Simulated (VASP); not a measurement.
The system is Te2As.

```xyz
3
Lattice="3.9883 -2.2606 0.0000 3.9883 2.2606 0.0000 -0.5147 0.0000 5.0047" Properties=species:S:1:pos:R:3 pbc="T T T"
Te    4.9792    0.0000    4.7139
Te    2.4826    0.0000    0.2908
As    0.0000    0.0000    0.0000
```

* Program: VASP 6.6.1
* Task: relaxation of cell and atoms
* Functional: PBE
* Potentials or basis: VASP PAW PBE potentials, release 64 (Te, As)
* Cutoff: 600 eV
* k mesh: 5 × 5 × 4
* Occupations: gaussian, width 0.2 eV
* Spin: no spin polarisation

At the start: pressure 33.7 GPa; volume 30.08 Å³/atom.

Question: Where does the relaxation end?

Answer: Over 30 steps the energy falls by 1694.0 meV/atom and the volume is 28.48 Å³/atom (-5.3 %); space group C2/m (No. 12, to 0.05 Å).

Step by step:
| step | energy change (eV) | largest force (eV/Å) | pressure (GPa) | volume (Å³) |
| --- | --- | --- | --- | --- |
| 1 | 0.0000 | 5.7615 | 33.74 | 90.25 |
| 2 | -0.2096 | 0.6528 | -5.52 | 193.20 |
| 3 | -3.5373 | 0.4163 | -2.88 | 125.63 |
| 4 | -3.6074 | 0.5395 | -1.78 | 122.09 |
| 5 | -3.6354 | 0.7356 | -0.07 | 117.78 |
| 6 | -3.6359 | 0.7053 | -0.34 | 118.37 |
| 7 | -3.6842 | 0.6448 | -0.12 | 117.63 |
| 8 | -3.7816 | 0.4698 | 0.57 | 115.37 |
| 9 | -3.9062 | 0.6425 | 1.75 | 110.62 |
| 10 | -4.2486 | 1.2478 | 3.02 | 100.23 |
| 11 | -3.8939 | 1.8242 | 4.54 | 76.12 |
| 12 | -4.6665 | 0.3439 | 0.09 | 92.67 |
| 13 | -4.6904 | 0.2978 | -0.76 | 89.43 |
| 14 | -4.7587 | 0.7800 | 3.69 | 79.76 |
| 15 | -4.7767 | 0.6862 | 1.93 | 82.53 |
| 16 | -4.8497 | 0.6029 | 1.47 | 82.33 |
| 17 | -4.8662 | 0.6204 | 1.42 | 82.12 |
| 18 | -4.8680 | 0.6385 | 1.41 | 82.02 |
| 19 | -4.9324 | 0.4866 | -0.21 | 84.58 |
| 20 | -4.9681 | 0.2995 | -2.43 | 88.87 |
| 21 | -5.0058 | 0.1859 | -2.05 | 88.45 |
| 22 | -5.0490 | 0.0875 | -1.16 | 87.51 |
| 23 | -5.0535 | 0.2031 | -0.77 | 87.09 |
| 24 | -5.0697 | 0.1586 | -0.25 | 86.11 |
| 25 | -5.0740 | 0.1518 | 0.20 | 85.34 |
| 26 | -5.0741 | 0.1540 | 0.28 | 85.22 |
| 27 | -5.0762 | 0.1169 | 0.05 | 85.51 |
| 28 | -5.0778 | 0.0503 | -0.43 | 86.15 |
| 29 | -5.0793 | 0.0361 | -0.34 | 85.97 |
| 30 | -5.0820 | 0.0574 | -0.05 | 85.44 |

Final structure:
```
CELL_PARAMETERS angstrom
3.59560 -2.13586 0.20180
3.59560 2.13586 0.20180
-0.37220 0.00000 5.54165
ATOMIC_POSITIONS crystal
Te 0.66010 0.66010 0.69814
Te 0.33990 0.33990 0.30186
As 0.00000 0.00000 0.00000
```

Caveat: this functional lacks dispersion, which binds the layers, so the pressure and a relaxed spacing across them are unreliable; the relaxation stopped at a loose force limit of 0.08 eV/Å, so its end isn't a converged minimum.
